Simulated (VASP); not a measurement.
Write the native input for VASP 6.6.1 that does the following.

- Task: relaxation of cell and atoms
- Functional: PBE
- Potentials or basis: VASP PAW PBE potentials, release 64 (Ca_sv, Hf_pv, O)
- Cutoff: 600 eV
- k mesh: 10 × 10 × 4
- Occupations: gaussian, width 0.1 eV
- Spin: no spin polarisation
- Dipole correction: no
- Further INCAR settings: ALGO = Normal; EDIFF = 1e-06; IBRION = 2; EDIFFG = -0.01; NSW = 100; ISIF = 3

The structure of CaHfO lies in POSCAR:

```
CaHfO
1.0
    3.6966581632      0.0000000000      0.0000000000
    0.0000000000      3.6966581632      0.0000000000
    0.0000000000      0.0000000000      9.0897834127
Ca Hf O
2 2 2
Direct
    0.5000000000      0.0000000000      0.3737233310
    0.0000000000      0.5000000000      0.6262766690
    0.0000000000      0.0000000000      0.0000000000
    0.5000000000      0.5000000000      0.0000000000
    0.5000000000      0.0000000000      0.6194216494
    0.0000000000      0.5000000000      0.3805783506
```

The cell was built from a structure type or drawn by symmetry, and may not be a known phase.

The input as run:

INCAR

```
  ALGO = Normal
  EDIFF = 1E-6
  EDIFFG = -0.01
  ENCUT = 600
  GGA = PE
  IBRION = 2
  ISIF = 3
  ISMEAR = 0
  LASPH = T
  LCHARG = F
  LREAL = F
  LWAVE = F
  NELM = 80
  NSW = 100
  PREC = Accurate
  SIGMA = 0.1
```

KPOINTS

```
k-points
0
Gamma
  10 10 4
```

Potentials or basis: VASP PAW PBE potentials, release 64 (Ca_sv, Hf_pv, O).

Command:

```sh
$ cat potpaw_PBE.64/Ca_sv/POTCAR potpaw_PBE.64/Hf_pv/POTCAR potpaw_PBE.64/O/POTCAR > POTCAR
$ mpirun -np 1 vasp_std > vasp.out
```

It gave:

| Property | Result |
| --- | --- |
| Relaxed volume | 20.67 Å³/atom |
| Relaxed cell | a = 3.698 Å, b = 3.698 Å, c = 9.069 Å, α = 90.00°, β = 90.00°, γ = 90.00° |
| Space group after relaxing (to 0.1 Å) | P4/nmm (No. 129) |
| Energy gained by relaxing | 0.1 meV/atom |
| Ionic steps | 7 |
| Pressure after relaxing | 0.0 GPa |
| Largest force after relaxing | 0.009 eV/Å |
| Band gap on the k mesh | zero (bands 26 and 27 overlap by 0.38 eV) |

Caveat: spin-orbit coupling is left out, which moves the levels of the heavy elements.

It took 40 min on 1 thread of Intel Xeon 8259CL (shared host), peak memory 0.48 GiB.
